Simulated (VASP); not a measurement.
A run of VASP 6.6.1:

File INCAR:

```
SYSTEM = Mg2CdS3
ALGO     = Normal         ! electronic algorithm
EDIFF    = 1E-7           ! SCF threshold, eV
ENCUT    = 520            ! plane-wave cutoff, eV
GGA      = PS             ! functional
ISIF     = 2              ! what is computed and relaxed
ISMEAR   = -1             ! smearing method
LASPH    = .TRUE.         ! aspherical terms in the spheres
LCHARG   = .FALSE.        ! write CHGCAR
LREAL    = .FALSE.        ! projectors in reciprocal space
LWAVE    = .FALSE.        ! write WAVECAR
NBANDS   = 26             ! bands
NELM     = 60             ! most SCF steps
PREC     = Accurate       ! precision mode
SIGMA    = 0.05           ! smearing width, eV
```

File KPOINTS:

```
k-points
0
G
  4 4 4
  0 0 0
```

POSCAR

```
Mg2CdS3
1.0
    3.7319400414      0.9775590978      3.5669426819
   -2.6282979388      0.8215719021      2.5244138870
    0.4203970813     -4.4477779558      4.6488351737
Mg Cd S
2 1 3
Direct
    0.1667503964      0.0796722203      0.2514909704
    0.8346236831      0.7475654163      0.9156640560
    0.5006869733      0.4136237637      0.5835787499
    0.3274960469      0.7404518956     -0.0700810296
    0.6738770729      0.0867871975      0.2372372926
    0.0006868272      0.4136153066      0.5835783760
```

Potentials or basis: VASP PAW PBE potentials, release 64 (Mg, Cd, S).

Run with:

```bash
$ cat potpaw_PBE.64/Mg/POTCAR potpaw_PBE.64/Cd/POTCAR potpaw_PBE.64/S/POTCAR > POTCAR
$ mpirun -np 1 vasp_std > vasp.out
```

Hardware: 1 thread of AMD EPYC 9R45 96-Core Processor (Zen 5), on a shared host.

Estimate the wall time of this run.

It took 40 s on 1 thread of AMD EPYC 9R45 96-Core Processor (Zen 5), with other jobs on the host, peak memory 0.25 GiB. Counts: scf iterations 14, k points 36.
